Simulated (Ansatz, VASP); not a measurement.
MgO in VASP and in Ansatz

```xyz
2
Lattice="0.0000 2.1462 2.1462 2.1462 0.0000 2.1462 2.1462 2.1462 0.0000" Properties=species:S:1:pos:R:3 pbc="T T T"
Mg    0.0000    0.0000    0.0000
O     2.1462    2.1462    2.1462
```

Alike in both runs: task single point; functional PBE; k mesh 8 × 8 × 8; occupations fermi-dirac, width 0.003 eV; no spin polarisation.

|  | VASP | Ansatz |
| --- | --- | --- |
| version | VASP 6.6.1 | Ansatz 0.2.0 |
| potentials or method | VASP PAW PBE potentials, release 64 (Mg, O), cutoff 600 eV | PAW, plane waves, scalar-relativistic |
| valence electrons in the cell | 8 | 16 |

```tsv
	VASP	Ansatz	Ansatz less VASP
pressure (GPa)	-4.8	-3.8	+1.02
```

VASP's potentials hold 8 valence electrons a cell and Ansatz's 16, so a difference there can come from the potentials and not from the codes.
